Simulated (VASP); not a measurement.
# AlRu (C2/c) in VASP: a series of runs

The runs below take AlRu through single point, relaxation of cell and atoms, with PBE.

Everything below comes from runs of VASP 6.6.1. Logs are shortened: lines on timing, memory, paths and dates and some standing lists are left out, and cuts for length are marked.

### Step 1. The cell of the first run

Symmetry: C2/c, No. 15, monoclinic system. Conventional cell: a = 5.123 Å, b = 3.743 Å, c = 5.610 Å, α = 90.00°, β = 99.54°, γ = 90.00°. Al (site symmetry -1) has 4 Ru at 2.13 to 2.14 Å within 2.8 Å. Ru (site symmetry 2) has 4 Al at 2.13 to 2.14 Å within 2.8 Å.

### Step 2. Single point, PBE

File INCAR:

```
ALGO = Normal
EDIFF = 1E-7
ENCUT = 520
GGA = PE
ISIF = 2
ISMEAR = 0
LASPH = True
LCHARG = False
LREAL = False
LWAVE = False
NBANDS = 25
NELM = 80
PREC = Accurate
SIGMA = 0.1
```

File KPOINTS:

```
k-points
0
Gamma
  6 6 4
```

File POSCAR:

```
AlRu
1.0
    2.5613531101     -1.8717012521      0.0000000000
    2.5613531101      1.8717012521      0.0000000000
   -0.9297038598      0.0000000000      5.5319474154
Al Ru
2 2
Direct
    0.0000000000      0.5000000000      0.0000000000
    0.5000000000      0.0000000000      0.5000000000
    0.5816000000      0.4184000000      0.2500000000
    0.4184000000      0.5816000000      0.7500000000
```

Potentials or basis: VASP PAW PBE potentials, release 64 (Al, Ru_pv).

Started as:

```console
$ cat potpaw_PBE.64/Al/POTCAR potpaw_PBE.64/Ru_pv/POTCAR > POTCAR
$ mpirun -np 1 vasp_std > vasp.out
```

OUTCAR:

```text
EDIFF = 1E-7
   ENCUT = 520
   GGA = PE
   ISIF = 2
   ISMEAR = 0
   LASPH = True
   LREAL = False
   NELM = 80
   PREC = Accurate

 ion  position               nearest neighbor table
   1  0.000  0.500  0.000-   3 2.13   4 2.13   4 2.14   3 2.14   4 3.04   3 3.04
   2  0.500  0.000  0.500-   4 2.13   3 2.13   4 2.14   3 2.14   4 3.04   3 3.04
   3  0.582  0.418  0.250-   2 2.13   1 2.13   2 2.14   1 2.14   4 2.87   4 2.87   1 3.04   2 3.04

   4  0.418  0.582  0.750-   1 2.13   2 2.13   2 2.14   1 2.14   3 2.87   3 2.87   1 3.04   2 3.04

  LATTYP: Found a base centered monoclinic cell.
 ALAT       =     5.1227062202
 B/A-ratio  =     0.7307470589
 C/A-ratio  =     1.0950319242
 COS(beta)  =    -0.1657365915

  Lattice vectors:

 A1 = (   2.5613531101,  -1.8717012521,   0.0000000000)
 A2 = (   2.5613531101,   1.8717012521,   0.0000000000)
 A3 = (  -0.9297038598,   0.0000000000,   5.5319474154)

Analysis of symmetry for initial positions (statically):
=====================================================================
 Subroutine PRICEL returns:
 Original cell was already a primitive cell.

 Routine SETGRP: Setting up the symmetry group for a
 base centered monoclinic supercell.

 Subroutine GETGRP returns: Found  4 space group operations
 (whereof  2 operations were pure point group operations)
 out of a pool of  4 trial point group operations.

The static configuration has the point symmetry S_2 .
 The point group associated with its full space group is C_2h.

Analysis of symmetry for dynamics (positions and initial velocities):
=====================================================================
 Subroutine PRICEL returns:
 Original cell was already a primitive cell.

 Routine SETGRP: Setting up the symmetry group for a
 base centered monoclinic supercell.

 Subroutine GETGRP returns: Found  4 space group operations
 (whereof  2 operations were pure point group operations)
 out of a pool of  4 trial point group operations.

The dynamic configuration has the point symmetry S_2 .
 The point group associated with its full space group is C_2h.

 Subroutine INISYM returns: Found  4 space group operations
 (whereof  2 operations are pure point group operations),
 and found     1 'primitive' translations

----------------------------------------------------------------------------------------

                                     Primitive cell

  volume of cell :      53.0413

  direct lattice vectors                    reciprocal lattice vectors
     2.561353110 -1.871701252  0.000000000     0.195209320 -0.267136649  0.032807047
     2.561353110  1.871701252  0.000000000     0.195209320  0.267136649  0.032807047
    -0.929703860  0.000000000  5.531947415     0.000000000  0.000000000  0.180768168

  length of vectors
     3.172348551  3.172348551  5.609526849     0.332483038  0.332483038  0.180768168

  position of ions in fractional coordinates (direct lattice)
     0.000000000  0.500000000  0.000000000
     0.500000000  0.000000000  0.500000000
     0.581600000  0.418400000  0.250000000
     0.418400000  0.581600000  0.750000000

  ion indices of the primitive-cell ions
   primitive index   ion index
                 1           1
                 2           2
                 3           3
                 4           4

----------------------------------------------------------------------------------------

 KPOINTS: k-points

Automatic generation of k-mesh.
 Grid dimensions read from file:
 generate k-points for:    6    6    4

 Generating k-lattice:

  Cartesian coordinates                     Fractional coordinates (reciprocal lattice)
     0.032534887 -0.044522775  0.005467841     0.166666667  0.000000000  0.000000000
     0.032534887  0.044522775  0.005467841     0.000000000  0.166666667  0.000000000
     0.000000000  0.000000000  0.045192042     0.000000000  0.000000000  0.250000000

  Length of vectors
     0.055413840  0.055413840  0.045192042

  Shift w.r.t. Gamma in fractional coordinates (k-lattice)
     0.000000000  0.000000000  0.000000000

 Subroutine IBZKPT returns following result:
 ===========================================

 Found     47 irreducible k-points:

 Following reciprocal coordinates:
            Coordinates               Weight
  0.000000  0.000000  0.000000      1.000000
  0.166667 -0.000000  0.000000      4.000000
  0.333333 -0.000000  0.000000      4.000000
  0.500000  0.000000  0.000000      2.000000
  0.166667  0.166667  0.000000      2.000000
  0.333333  0.166667  0.000000      4.000000
[... 16 lines left out ...]
 -0.333333  0.166667  0.250000      4.000000
 -0.166667  0.166667  0.250000      4.000000
 [... further k-points ...]
   k-points           NKPTS =     47   k-points in BZ     NKDIM =     47   number of bands    NBANDS=     25
   number of dos      NEDOS =    301   number of ions     NIONS =      4
   total plane-waves  NPLWV =  24192
   dimension x,y,z NGX =    24 NGY =   24 NGZ =   42
   dimension x,y,z NGXF=    48 NGYF=   48 NGZF=   84
   ions per type =               2   2
   NGX,Y,Z   is equivalent  to a cutoff of  12.58, 12.58, 12.45 a.u.
   NGXF,Y,Z  is equivalent  to a cutoff of  25.15, 25.15, 24.89 a.u.
 SYSTEM =  unknown system
   PREC   = accura    normal or accurate (medium, high low for compatibility)
   ISTART =      0    job   : 0-new  1-cont  2-samecut
   ICHARG =      2    charge: 1-file 2-atom 10-const
   ISPIN  =      1    spin polarized calculation?
   LNONCOLLINEAR =      F non collinear calculations
   LSORBIT =      F    spin-orbit coupling
   LASPH  =      T    aspherical Exc in radial PAW
   ENCUT  =  520.0 eV  38.22 Ry    6.18 a.u.   5.90  5.90 10.43*2*pi/ulx,y,z
   NELM   =     80;   NELMIN=  2; NELMDL= -5     # of ELM steps
   EDIFF  = 0.1E-06   stopping-criterion for ELM
   LREAL  =      F    real-space projection
   EDIFFG = 0.1E-05   stopping-criterion for IOM
   NSW    =      0    number of steps for IOM
   IBRION =     -1    ionic relax: 0-MD 1-quasi-New 2-CG
   NFREE  =      0    steps in history (QN), initial steepest desc. (CG)
   ISIF   =      2    stress and relaxation
   ISYM   =      2    0-nonsym 1-usesym 2-fastsym
   POTIM  = 0.5000    time-step for ionic-motion
   TEBEG  =    0.0;   TEEND  =   0.0 temperature during run
   PSTRESS=    0.0 pullay stress
   NELECT =      34.0000    total number of electrons
   NUPDOWN=      -1.0000    fix difference up-down
   EMIN   =  10.00;   EMAX   =-10.00  energy-range for DOS
   EFERMI =   0.00;   METHOD = LEGACY
   ISMEAR =     0;   SIGMA  =   0.10  broadening in eV -4-tet -1-fermi 0-gaus
   EFERMI_NEDOS =   21; number of points for ismear=-14 and -15
   IALGO  =     38    algorithm
   IMIX   =      4    mixing-type and parameters
     AMIX     =   0.40;   BMIX     =  1.00
     AMIX_MAG =   1.60;   BMIX_MAG =  1.00
  volume/ion in A,a.u.               =      13.26        89.49
  Fermi-wavevector in a.u.,A,eV,Ry     =   1.411551  2.667444 27.109271  1.992475
  Thomas-Fermi vector in A             =   2.533390
   LORBIT       =      0    0 simple, 1 ext, 2 COOP (PROOUT), +10 PAW based schemes
   GGA     = PE    functional components
   LHFCALC =     F    Hartree Fock is set to
   AEXX    =    0.0000 exact exchange contribution
   IVDW    =     0    specifies the selected vdW correction
   LEPSILON=     F    determine dielectric tensor
   LRPA    =     F    only Hartree local field effects (RPA)
 non-spin polarized calculation
 Gauss-broadening in eV      SIGMA  =   0.10
  energy-cutoff  :      520.00
  volume of cell :       53.04
 maximum number of plane-waves:      1444
   NGX = 11   NGY = 11   NGZ = 21

 number of electron      33.9999994 magnetization

 Free energy of the ion-electron system (eV)
  ---------------------------------------------------
  ext. energy  EPLUGINS =         0.00000000
  ---------------------------------------------------
  free energy    TOTEN  =       -20.87045629 eV

  energy without entropy =      -20.85225851  energy(sigma->0) =      -20.86135740

 E-fermi :  10.5609     XC(G=0): -12.3806

 val. band max:       10.5561366397   @ k =   0.3333  -0.0000   0.2500
 cond. band min:      10.5615556357   @ k =  -0.3333   0.5000   0.2500
 fundamental gap:      0.0054189960
 Fermi energy:        10.5609267917

 k-point     1 :       0.0000    0.0000    0.0000
  band No.  band energies     occupation
      1     -31.5076      2.00000
      2     -31.1909      2.00000
      3     -31.0783      2.00000
      4     -31.0594      2.00000
      5     -30.9746      2.00000
      6     -30.9678      2.00000
[... 17 lines left out ...]
     24      20.4539      0.00000
     25      21.4219      0.00000

 k-point     2 :       0.1667   -0.0000    0.0000
  band No.  band energies     occupation
      1     -31.5031      2.00000
      2     -31.2010      2.00000
      3     -31.0932      2.00000
      4     -31.0722      2.00000
      5     -30.9864      2.00000
      6     -30.9773      2.00000
[... 17 lines left out ...]
     24      21.1065      0.00000
     25      21.1836      0.00000

 k-point     3 :       0.3333   -0.0000    0.0000
  band No.  band energies     occupation
      1     -31.4953      2.00000
      2     -31.2317      2.00000
      3     -31.1284      2.00000
      4     -31.0982      2.00000
      5     -30.9991      2.00000
      6     -30.9890      2.00000
[... 17 lines left out ...]
     24      19.3719      0.00000
     25      21.9651      0.00000

 k-point     4 :       0.5000    0.0000    0.0000
  band No.  band energies     occupation
      1     -31.4920      2.00000
      2     -31.2526      2.00000
      3     -31.1475      2.00000
      4     -31.1085      2.00000
      5     -31.0024      2.00000
      6     -30.9925      2.00000
[... 17 lines left out ...]
     24      18.5534      0.00000
     25      22.4455      0.00000
[... 477 lines left out ...]
 k-point    22 :       0.5000    0.1667    0.2500
  band No.  band energies     occupation
      1     -31.4500      2.00000
      2     -31.2756      2.00000
      3     -31.1574      2.00000
      4     -31.1348      2.00000
      5     -31.0196      2.00000
      6     -31.0004      2.00000
[... 17 lines left out ...]
     24      20.1483      0.00000
     25      21.0559      0.00000

 k-point    23 :      -0.3333    0.1667    0.2500
  band No.  band energies     occupation
      1     -31.4486      2.00000
      2     -31.2642      2.00000
      3     -31.1419      2.00000
      4     -31.1192      2.00000
      5     -31.0213      2.00000
      6     -31.0025      2.00000
[... 17 lines left out ...]
     24      19.7018      0.00000
     25      21.1442      0.00000

 k-point    24 :      -0.1667    0.1667    0.2500
  band No.  band energies     occupation
      1     -31.4531      2.00000
      2     -31.2439      2.00000
      3     -31.1073      2.00000
      4     -31.0976      2.00000
      5     -31.0035      2.00000
      6     -30.9910      2.00000
[... 17 lines left out ...]
     24      19.3630      0.00000
     25      21.0385      0.00000

 [... further k-points ...]
[... 5 lines left out ...]
  --------------------------------------------------------------------------------------
  -------------------------------------------------------------------------------------
  Total       23.0478164     11.0916843     32.0892488      0.0000000      0.0000000     -6.5514273
  in kB      696.1876957    335.0379923    969.2953043      0.0000000      0.0000000   -197.8939336
  external PRESSURE =     666.8403308 kB  Pullay stress =       0.0000000 kB

 VOLUME and BASIS-vectors are now :
 -----------------------------------------------------------------------------
  energy-cutoff  :      520.00
  volume of cell :       53.04
      direct lattice vectors                 reciprocal lattice vectors
     2.561353110 -1.871701252  0.000000000     0.195209320 -0.267136649  0.032807047
     2.561353110  1.871701252  0.000000000     0.195209320  0.267136649  0.032807047
    -0.929703860  0.000000000  5.531947415     0.000000000  0.000000000  0.180768168

 POSITION                                       TOTAL-FORCE (eV/Angst)
 -----------------------------------------------------------------------------------
      1.28068      0.93585      0.00000         0.000000      0.000000      0.000000
      0.81582     -0.93585      2.76597         0.000000      0.000000      0.000000
      2.32893     -0.30546      1.38299         0.000000     -2.733630     -0.000000
      1.86408      0.30546      4.14896        -0.000000      2.733630      0.000000
 -----------------------------------------------------------------------------------
    total drift:                               -0.000000     -0.000000      0.000000

  FREE ENERGIE OF THE ION-ELECTRON SYSTEM (eV)
  ---------------------------------------------------
  free  energy   TOTEN  =       -20.8704562916 eV

  energy  without entropy=      -20.8522585132  energy(sigma->0) =      -20.86135740
```

Wall time 19 s (1 thread of Intel Xeon 6975P-C (Granite Rapids), shared host); peak memory 0.19 GiB.

Results:

```
Free energy            : -20.8705 eV
Pressure               : 66.7 GPa
Largest force          : 2.734 eV/Å
Band gap on the k mesh : zero (band 17 reaches 11.46 eV, above the bottom of band 18 at 9.80 eV)
```

Forces in eV/Å, atoms in the order of the input:
```
Al   0.000  0.000  0.000
Al   0.000  0.000  0.000
Ru   0.000 -2.734  0.000
Ru   0.000  2.734  0.000
```

Caveat: forces of over 1 eV/Å act on the atoms, so gaps and moduli don't describe the material at rest.

### Step 3. Relaxation of cell and atoms, PBE

File INCAR:

```
PREC = Accurate ; ENCUT = 600
EDIFF = 1E-7 ; ISMEAR = 0
SIGMA = 0.1 ; LREAL = False
LASPH = True ; NELM = 60
ALGO = Normal ; ISIF = 3
LWAVE = False ; LCHARG = False
GGA = PE ; IBRION = 2
NSW = 90 ; EDIFFG = -0.04
```

File KPOINTS:

```
regular mesh
0
Gamma
  6 6 4
```

POSCAR is that of step 2.

Potentials or basis: VASP PAW PBE potentials, release 64 (Al, Ru_pv).

Started as:

```console
$ cat potpaw_PBE.64/Al/POTCAR potpaw_PBE.64/Ru_pv/POTCAR > POTCAR
$ mpirun -np 1 vasp_std > vasp.out
```

OUTCAR:

```text
PREC = Accurate
   ENCUT = 600
   EDIFF = 1E-7
   ISMEAR = 0
   LREAL = False
   LASPH = True
   NELM = 60
   ISIF = 3
   GGA = PE
   IBRION = 2
   NSW = 90
   EDIFFG = -0.04

 ion  position               nearest neighbor table
   1  0.000  0.500  0.000-   3 2.13   4 2.13   4 2.14   3 2.14   4 3.04   3 3.04
   2  0.500  0.000  0.500-   4 2.13   3 2.13   4 2.14   3 2.14   4 3.04   3 3.04
   3  0.582  0.418  0.250-   2 2.13   1 2.13   2 2.14   1 2.14   4 2.87   4 2.87   1 3.04   2 3.04

   4  0.418  0.582  0.750-   1 2.13   2 2.13   2 2.14   1 2.14   3 2.87   3 2.87   1 3.04   2 3.04

  LATTYP: Found a base centered monoclinic cell.
 ALAT       =     5.1227062202
 B/A-ratio  =     0.7307470589
 C/A-ratio  =     1.0950319242
 COS(beta)  =    -0.1657365915

  Lattice vectors:

 A1 = (   2.5613531101,  -1.8717012521,   0.0000000000)
 A2 = (   2.5613531101,   1.8717012521,   0.0000000000)
[... 193 lines left out ...]
  in kB      696.0735809    334.8749450    969.1765867      0.0000000      0.0000000   -197.8990882
  external PRESSURE =     666.7083709 kB  Pullay stress =       0.0000000 kB
[... 1266 lines left out ...]
     20      12.2919      0.00000
     21      15.4265      0.00000

 [... further k-points ...]

[... ionic steps 4 to 45 ...]

--------------------------------------- Ionic step       46  -------------------------------------------

 number of electron      34.0000020 magnetization

------------------------ aborting loop because EDIFF is reached ----------------------------------------
[... 71 lines left out ...]
--------------------------------------- Ionic step       48  -------------------------------------------

 number of electron      34.0000020 magnetization

 Free energy of the ion-electron system (eV)
  ---------------------------------------------------
  ext. energy  EPLUGINS =         0.00000000
  ---------------------------------------------------
  free energy    TOTEN  =       -27.31528634 eV

  energy without entropy =      -27.29865821  energy(sigma->0) =      -27.30697227

 E-fermi :  10.4238     XC(G=0): -12.2688

 val. band max:       10.4177812313   @ k =   0.0000   0.0000   0.0000
 cond. band min:      10.4295975217   @ k =   0.3333   0.3333   0.2500
 fundamental gap:      0.0118162905
 Fermi energy:        10.4237827600
[... 607 lines left out ...]
  FREE ENERGIE OF THE ION-ELECTRON SYSTEM (eV)
  ---------------------------------------------------
  free  energy   TOTEN  =       -27.3152863395 eV

  energy  without entropy=      -27.2986582065  energy(sigma->0) =      -27.30697227

 reached required accuracy - stopping structural energy minimisation
```

Wall time 14 min (1 thread of Intel Xeon 6975P-C (Granite Rapids), shared host); peak memory 0.23 GiB.

Results:

- Free energy: -27.3153 eV
- Relaxed volume: 14.16 Å³/atom
- Relaxed cell: a = 2.856 Å, b = 2.856 Å, c = 8.181 Å, α = 100.12°, β = 100.12°, γ = 60.07°
- Space group after relaxing (to 0.05 Å): R-3m (No. 166)
- Energy gained by relaxing: 1611.1 meV/atom
- Ionic steps: 48
- Pressure after relaxing: -0.1 GPa
- Largest force after relaxing: 0.003 eV/Å
- Band gap on the k mesh: zero (band 17 reaches 11.15 eV, above the bottom of band 18 at 10.00 eV)

Forces in eV/Å, atoms in the order of the input:
```
Al   0.000  0.000  0.000
Al   0.000  0.000  0.000
Ru   0.000 -0.003  0.000
Ru   0.000  0.003  0.000
```

The path:
| step | energy change (eV) | largest force (eV/Å) | pressure (GPa) | volume (Å³) |
| --- | --- | --- | --- | --- |
| 1 | 0.0000 | 2.7337 | 66.67 | 53.04 |
| 3 | -3.5597 | 0.6538 | -6.50 | 72.82 |
| 5 | -3.5874 | 0.7951 | -3.18 | 70.78 |
| 7 | -5.3059 | 1.2877 | 0.49 | 60.61 |
| 9 | -5.2368 | 1.7323 | 5.62 | 58.83 |
| 11 | -5.4586 | 1.6389 | 13.75 | 55.36 |
| 13 | -5.4334 | 1.5845 | 17.36 | 54.30 |
| 15 | -5.6308 | 1.1578 | 16.65 | 53.83 |
| 17 | -5.6451 | 0.9864 | 17.16 | 53.55 |
| 19 | -6.0591 | 0.6879 | 5.38 | 55.88 |
| 21 | -6.2355 | 0.3931 | -6.05 | 59.00 |
| 23 | -6.3398 | 0.2817 | -1.40 | 57.30 |
| 25 | -6.3437 | 0.2537 | -0.16 | 56.92 |
| 27 | -6.3503 | 0.2425 | 0.23 | 56.76 |
| 29 | -6.3599 | 0.1886 | 2.19 | 56.07 |
| 31 | -6.3622 | 0.1970 | 1.63 | 56.24 |
| 33 | -6.3746 | 0.1719 | 0.61 | 56.50 |
| 35 | -6.3960 | 0.0735 | -3.09 | 57.52 |
| 37 | -6.4131 | 0.0249 | -2.67 | 57.37 |
| 39 | -6.4290 | 0.0681 | -1.20 | 56.92 |
| 41 | -6.4357 | 0.0353 | 0.87 | 56.32 |
| 43 | -6.4406 | 0.0173 | -0.30 | 56.68 |
| 45 | -6.4424 | 0.0102 | -0.22 | 56.66 |
| 47 | -6.4439 | 0.0013 | 0.33 | 56.50 |
| 48 | -6.4444 | 0.0034 | -0.13 | 56.63 |

Final structure:
```
CELL_PARAMETERS angstrom
2.46729 -1.42957 -0.16258
2.46729 1.42957 -0.16258
-1.13075 0.00000 8.10228
ATOMIC_POSITIONS crystal
Al 0.00000 0.50000 0.00000
Al 0.50000 0.00000 0.50000
Ru 0.74946 0.25054 0.25000
Ru 0.25054 0.74946 0.75000
```
